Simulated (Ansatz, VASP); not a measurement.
HfB in VASP and in Ansatz

File INCAR:

```
SYSTEM = HfB
PREC = Accurate
ENCUT = 520
EDIFF = 1E-6
ISMEAR = 0
SIGMA = 0.15
LREAL = .FALSE.
LASPH = .TRUE.
NELM = 80
ALGO = Normal
ISIF = 2
LWAVE = .FALSE.
LCHARG = .FALSE.
GGA = PS
NBANDS = 14
```

File KPOINTS:

```
regular mesh
0
G
  20 20 20
  0 0 0
```

Contents of POSCAR:

```
HfB
1.0
   -0.2438591213      2.1947320921      2.1947320921
    2.1947320921     -0.2438591213      2.1947320921
    2.1947320921      2.1947320921     -0.2438591213
Hf B
1 1
Direct
    0.5000000000      0.5000000000      0.5000000000
    0.0000000000      0.0000000000      0.0000000000
```

Input for Ansatz:

```yaml
crystal:
  lattice:
    - [-0.2438591213, 2.1947320921, 2.1947320921]
    - [2.1947320921, -0.2438591213, 2.1947320921]
    - [2.1947320921, 2.1947320921, -0.2438591213]
  atoms:
    - { symbol: Hf, position: [0.5, 0.5, 0.5] }
    - { symbol: B, position: [0.0, 0.0, 0.0] }
basis:
  ecutwfc: 420
kpoints:
  mp_grid: { grid: [20, 20, 20] }
hamiltonian:
  xc: pbesol
scf:
  occupations: { method: gaussian, width: 0.15 }
output:
  forces: true
  stress: true
  eigenvalues: true
```

Alike in both runs: task single point; functional PBEsol; k mesh 20 × 20 × 20; occupations gaussian, width 0.15 eV; no spin polarisation.

|  | VASP | Ansatz |
| --- | --- | --- |
| version | VASP 6.6.1 | Ansatz 0.2.0 |
| potentials or method | VASP PAW PBE potentials, release 64 (Hf_pv, B), cutoff 520 eV | scalar-relativistic, plane waves, PAW |
| valence electrons in the cell | 13 | 29 |

```csv
,VASP,Ansatz,Ansatz less VASP
gap on the k mesh at the Fermi level (eV),none,none,-
pressure (GPa),24.3,23.4,-0.88
"traceless stress, the component that is largest in VASP (GPa)",4.04,4.37,+0.327
```

VASP's potentials were made for PBE, not for PBEsol. A gap of «none» marks a metal or a gap that the smearing closes. VASP's potentials hold 13 valence electrons a cell and Ansatz's 29, so a difference there can come from the potentials and not from the codes.

Neither program's run includes spin-orbit coupling.
